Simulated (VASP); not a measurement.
# Sn (Fd-3m) in VASP: settings compared, part 2 of 2

VASP 6.6.1. Earlier steps stand in the parts before.

## (4) Single point, PBE

Contents of INCAR:

```
SYSTEM = Sn
PREC = Accurate
ENCUT = 520
EDIFF = 1E-6
ISMEAR = 1
SIGMA = 0.05
LREAL = .FALSE.
LASPH = .TRUE.
NELM = 60
ALGO = Normal
ISIF = 2
LWAVE = .FALSE.
LCHARG = .TRUE.
GGA = PE
LELF = .TRUE.
LVHAR = .TRUE.
NBANDS = 21
```

Contents of KPOINTS:

```
Automatic mesh
0
G
  8 8 8
  0 0 0
```

Contents of POSCAR:

```
Sn
1.0
    0.0000000000      3.2333428000      3.2333428000
    3.2333428000      0.0000000000      3.2333428000
    3.2333428000      3.2333428000      0.0000000000
Sn
2
Direct
    0.7500000000      0.7500000000      0.7500000000
    0.5000000000      0.5000000000      0.5000000000
```

Potentials or basis: VASP PAW PBE potentials, release 64 (Sn_d).

Run with:

```bash
> cat potpaw_PBE.64/Sn_d/POTCAR > POTCAR
> mpirun -np 1 vasp_std > vasp.out
```

OUTCAR:

```text
SYSTEM = Sn
   PREC = Accurate
   ENCUT = 520
   EDIFF = 1E-6
   ISMEAR = 1
   LREAL = .FALSE.
   LASPH = .TRUE.
   NELM = 60
   ISIF = 2
   GGA = PE

 ion  position               nearest neighbor table
   1  0.750  0.750  0.750-   2 2.80   2 2.80   2 2.80   2 2.80
   2  0.500  0.500  0.500-   1 2.80   1 2.80   1 2.80   1 2.80

  LATTYP: Found a face centered cubic cell.
 ALAT       =     6.4666856000

  Lattice vectors:

 A1 = (   0.0000000000,   3.2333428000,   3.2333428000)
 A2 = (   3.2333428000,   0.0000000000,   3.2333428000)
 A3 = (   3.2333428000,   3.2333428000,   0.0000000000)

Analysis of symmetry for initial positions (statically):
=====================================================================
 Subroutine PRICEL returns:
 Original cell was already a primitive cell.

 Routine SETGRP: Setting up the symmetry group for a
 face centered cubic supercell.

 Subroutine GETGRP returns: Found 48 space group operations
 (whereof 24 operations were pure point group operations)
 out of a pool of 48 trial point group operations.

The static configuration has the point symmetry T_d .
 The point group associated with its full space group is O_h .

Analysis of symmetry for dynamics (positions and initial velocities):
=====================================================================
 Subroutine PRICEL returns:
 Original cell was already a primitive cell.

 Routine SETGRP: Setting up the symmetry group for a
 face centered cubic supercell.

 Subroutine GETGRP returns: Found 48 space group operations
 (whereof 24 operations were pure point group operations)
 out of a pool of 48 trial point group operations.

The dynamic configuration has the point symmetry T_d .
 The point group associated with its full space group is O_h .

 Subroutine INISYM returns: Found 48 space group operations
 (whereof 24 operations are pure point group operations),
 and found     1 'primitive' translations

[... 110 lines left out ...]
   EFERMI_NEDOS =   21; number of points for ismear=-14 and -15
   IALGO  =     38    algorithm
   IMIX   =      4    mixing-type and parameters
     AMIX     =   0.40;   BMIX     =  1.00
     AMIX_MAG =   1.60;   BMIX_MAG =  1.00
  volume/ion in A,a.u.               =      33.80       228.11
  Fermi-wavevector in a.u.,A,eV,Ry     =   1.220298  2.306028 20.260793  1.489126
  Thomas-Fermi vector in A             =   2.355520
   LORBIT       =      0    0 simple, 1 ext, 2 COOP (PROOUT), +10 PAW based schemes
   GGA     = PE    functional components
   LHFCALC =     F    Hartree Fock is set to
   AEXX    =    0.0000 exact exchange contribution
   IVDW    =     0    specifies the selected vdW correction
   LEPSILON=     F    determine dielectric tensor
   LRPA    =     F    only Hartree local field effects (RPA)
 non-spin polarized calculation
 Methfessel and Paxton  Order N= 1 SIGMA  =   0.05
  energy-cutoff  :      520.00
  volume of cell :       67.61
 maximum number of plane-waves:      1841
 NGX is ok and might be reduce to    36
   NGX = 17   NGY = 17   NGZ = 17

 number of electron      28.0000008 magnetization

 Free energy of the ion-electron system (eV)
  ---------------------------------------------------
  ext. energy  EPLUGINS =         0.00000000
  ---------------------------------------------------
  free energy    TOTEN  =        -7.61848441 eV

  energy without entropy =       -7.61844646  energy(sigma->0) =       -7.61847176

 E-fermi :   5.7734     XC(G=0):  -8.9208

 val. band max:        5.7706715778   @ k =   0.5000   0.0000   0.0000
 cond. band min:       5.8424628668   @ k =   0.0000   0.0000   0.0000
 fundamental gap:      0.0717912890
 Fermi energy:         5.7733865061

 k-point     1 :       0.0000    0.0000    0.0000
  band No.  band energies     occupation
      1     -15.9491      2.00000
      2     -15.9491      2.00000
      3     -15.9491      2.00000
      4     -15.8880      2.00000
      5     -15.8880      2.00000
      6     -15.5702      2.00000
[... 565 lines left out ...]
     20      14.3319      0.00000
     21      14.8760      0.00000

 [... further k-points ...]

------------------------ aborting loop because EDIFF is reached ----------------------------------------

  FORCE on cell =-STRESS in cart. coord.  units (eV):
  Direction    XX          YY          ZZ          XY          YZ          ZX
  --------------------------------------------------------------------------------------
  -------------------------------------------------------------------------------------
  Total        1.5825533      1.5825533      1.5825533      0.0000000      0.0000000      0.0000000
  in kB       37.5045268     37.5045268     37.5045268      0.0000000      0.0000000      0.0000000
  external PRESSURE =      37.5045268 kB  Pullay stress =       0.0000000 kB

 VOLUME and BASIS-vectors are now :
 -----------------------------------------------------------------------------
  energy-cutoff  :      520.00
  volume of cell :       67.61
      direct lattice vectors                 reciprocal lattice vectors
     0.000000000  3.233342800  3.233342800    -0.154638723  0.154638723  0.154638723
     3.233342800  0.000000000  3.233342800     0.154638723 -0.154638723  0.154638723
     3.233342800  3.233342800  0.000000000     0.154638723  0.154638723 -0.154638723

 POSITION                                       TOTAL-FORCE (eV/Angst)
 -----------------------------------------------------------------------------------
      4.85001      4.85001      4.85001         0.000000      0.000000      0.000000
      3.23334      3.23334      3.23334        -0.000000     -0.000000     -0.000000
 -----------------------------------------------------------------------------------
    total drift:                                0.000000      0.000000      0.000000

  FREE ENERGIE OF THE ION-ELECTRON SYSTEM (eV)
  ---------------------------------------------------
  free  energy   TOTEN  =        -7.6184844121 eV

  energy  without entropy=       -7.6184464551  energy(sigma->0) =       -7.61847176
```

Wall time 60 s (1 thread of Intel Xeon 8259CL, shared host); peak memory 0.21 GiB.

What came out:

| Quantity | Value |
| --- | --- |
| Free energy | -7.6185 eV |
| Pressure | 3.8 GPa |
| Band gap on the k mesh | zero (band 14 reaches 5.84 eV, above the bottom of band 15 at 5.77 eV) |

Caveat: spin-orbit coupling is left out, which moves the levels of the heavy elements.

## (5) Summary

| level | potentials or basis | k mesh | smearing | gap on the mesh (eV) | pressure (GPa) |
| --- | --- | --- | --- | --- | --- |
| LDA | VASP PAW LDA potentials, release 64 (Sn_d) | 6 × 6 × 6 | methfessel-paxton 0.1 eV | none | 0.2 |
| PBE | VASP PAW PBE potentials, release 64 (Sn_d) | 7 × 7 × 7 | methfessel-paxton 0.05 eV | none | 3.8 |
| PBE | VASP PAW PBE potentials, release 64 (Sn_d) | 8 × 8 × 8 | methfessel-paxton 0.05 eV | none | 3.8 |

Alike in all rows: task single point; no spin polarisation; cell as given; cutoff (eV) 520.

Caveats: spin-orbit coupling is left out, which moves the levels of the heavy elements.

Total energies depend on the potentials used, so only differences within one code and one set of settings carry meaning.
